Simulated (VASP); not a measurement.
Set up this calculation in VASP 6.6.1, as the native input.

- Task: single point
- Functional: LDA
- Potentials or basis: VASP PAW LDA potentials, release 64 (Hf_pv, N)
- Cutoff: 520 eV
- k mesh: 14 × 14 × 10
- Occupations: gaussian, width 0.15 eV
- Spin: no spin polarisation
- Dipole correction: no
- Further INCAR settings: ALGO = Normal; EDIFF = 1e-06; NBANDS = 23

The structure of HfN lies in POSCAR:

```
HfN
1.0
    0.0000000000     -2.2339756809     -2.2339756809
    0.0000000000      2.2339756809     -2.2339756809
    4.4679513618      0.0000000000      0.0000000000
Hf N
2 2
Direct
    0.5042788155      0.4957211845      0.5000000000
   -0.0042788155      0.0042788155      0.0000000000
    0.4877048979      0.5122951021      0.0000000000
    0.0122951021     -0.0122951021      0.5000000000
```

This cell differs from its parent crystal: atoms displaced along several vibrational modes.

One way to write it, as run:

INCAR

```
SYSTEM = HfN
PREC = Accurate ; ENCUT = 520
EDIFF = 1E-6 ; ISMEAR = 0
SIGMA = 0.15 ; LREAL = .False.
LASPH = .True. ; NELM = 100
ALGO = Normal ; ISIF = 2
LWAVE = .False. ; LCHARG = .True.
LELF = .True. ; LVHAR = .True.
NBANDS = 23
```

KPOINTS

```
Automatic mesh
0
Gamma
  14 14 10
  0 0 0
```

Potentials or basis: VASP PAW LDA potentials, release 64 (Hf_pv, N).

Run with:

```console
$ cat potpaw_LDA.64/Hf_pv/POTCAR potpaw_LDA.64/N/POTCAR > POTCAR
$ mpirun -np 1 vasp_std > vasp.out
```

Results of the run:

| Quantity | Value |
| --- | --- |
| Pressure | -1.0 GPa |
| Largest force | 0.626 eV/Å |
| Band gap on the k mesh | zero (bands 15 and 16 overlap by 6.74 eV) |

Caveat: the cell differs from its parent crystal (atoms displaced along several vibrational modes); spin-orbit coupling is left out, which moves the levels of the heavy elements.

Run time: 5.9 min on 1 thread of Intel Xeon 8259CL (shared host), peak memory 0.39 GiB.
